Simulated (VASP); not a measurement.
## AlGa3P4: relaxation of cell and atoms with PBE

Crystal: AlGa3P4.

```
Al Ga P
1.0
     3.67228    0.00000    0.00000
     0.00000    3.67228    5.19338
     0.00000   -3.67228    5.19338
Al Ga P
1 3 4
Direct
  0.00000 0.00000 0.00000
  0.50000 0.00000 0.50000
  0.50000 0.50000 0.00000
  0.00000 0.50000 0.50000
  0.50000 0.12500 0.12500
  0.00000 0.12500 0.62500
  0.00000 0.62500 0.12500
  0.50000 0.62500 0.62500
```

* Program: VASP 6.6.1
* Task: relaxation of cell and atoms
* Functional: PBE
* Potentials or basis: VASP PAW PBE potentials, release 64 (Al, Ga_d, P)
* Cutoff: 600 eV
* k mesh: 6 × 4 × 4
* Occupations: fermi-dirac, width 0.02 eV
* Spin: no spin polarisation
* Dipole correction: no
* Further INCAR settings: ALGO = Normal; EDIFF = 1e-06; IBRION = 2; EDIFFG = -0.005; NSW = 80; ISIF = 3

```yaml
Relaxed_volume: 20.87 Å³/atom
Relaxed_cell: a = 3.896 Å, b = 6.742 Å, c = 6.742 Å, α = 70.57°, β = 90.00°, γ = 90.00°
Space_group_after_relaxing_to_0.1_Å: Amm2 (No. 38)
Energy_gained_by_relaxing: 180.0 meV/atom
Ionic_steps: 10
Pressure_after_relaxing: 0.0 GPa
Largest_force_after_relaxing: 0.004 eV/Å
Band_gap_on_the_k_mesh: 1.55 eV (least direct gap 1.62 eV)
```

Forces on the atoms (eV/Å):
```
Al   0.000  0.000  0.003
Ga   0.000  0.003  0.001
Ga   0.000 -0.003  0.001
Ga   0.000  0.000 -0.003
P    0.000  0.000  0.003
P    0.000  0.001 -0.002
P    0.000 -0.001 -0.002
P    0.000  0.000 -0.001
```

The path:
```tsv
step	energy change (eV)	largest force (eV/Å)	pressure (GPa)	volume (Å³)
1	0.0000	0.0498	20.00	140.07
2	-0.8633	0.1074	-7.38	189.21
3	-1.4392	0.0738	-0.14	167.10
4	-1.4390	0.0733	0.16	166.53
5	-1.4395	0.0296	0.18	166.54
6	-1.4396	0.0070	0.18	166.55
7	-1.4398	0.0030	-0.08	167.14
8	-1.4398	0.0045	0.06	166.96
9	-1.4398	0.0026	-0.06	167.04
10	-1.4398	0.0036	-0.01	167.00
```

Final structure:
```xyz
8
Lattice="3.8963 0.0000 0.0000 0.0000 3.8944 5.5029 0.0000 -3.8944 5.5029" Properties=species:S:1:pos:R:3 pbc="T T T"
Al    0.0000    0.0000    0.0022
Ga    1.9482   -1.9458    2.7515
Ga    1.9482    1.9458    2.7515
Ga    0.0000    0.0000    5.5018
P     1.9482    0.0000    1.3686
P     0.0000   -1.9516    4.1303
P     0.0000    1.9516    4.1303
P     1.9482    0.0000    6.8785
```

Levels at points of the mesh, in eV from the valence-band top:
```
           k point  band 28  band 29  band 30  band 31  band 32  band 33  band 34  band 35
(0.00, 0.00, 0.00)    -0.97    -0.01    -0.01     0.00     1.62     1.65     1.73     1.79
(0.50, 0.00, 0.00)    -3.13    -3.12    -1.09    -1.06     3.22     3.25     4.57     4.58
(0.00, 0.50, 0.00)    -0.66    -0.66    -0.52    -0.51     2.17     2.28     2.55     2.75
(0.50, 0.50, 0.00)    -1.88    -1.84    -1.82    -1.80     2.27     2.56     2.58     2.79
(0.00, 0.50, 0.50)    -1.47    -1.46    -1.08    -1.06     2.24     2.42     3.21     3.32
(0.50, 0.50, 0.50)    -1.03    -1.01    -0.97    -0.97     1.55     1.70     1.74     1.76
```

Run time: 11 min on 1 thread of Intel(R) Xeon(R) 6975P-C (Granite Rapids), on a shared host, peak memory 0.39 GiB.

Caveat: the volume moved by over 15 % at a fixed basis, so the end points are rough. A k mesh can miss the band edges.
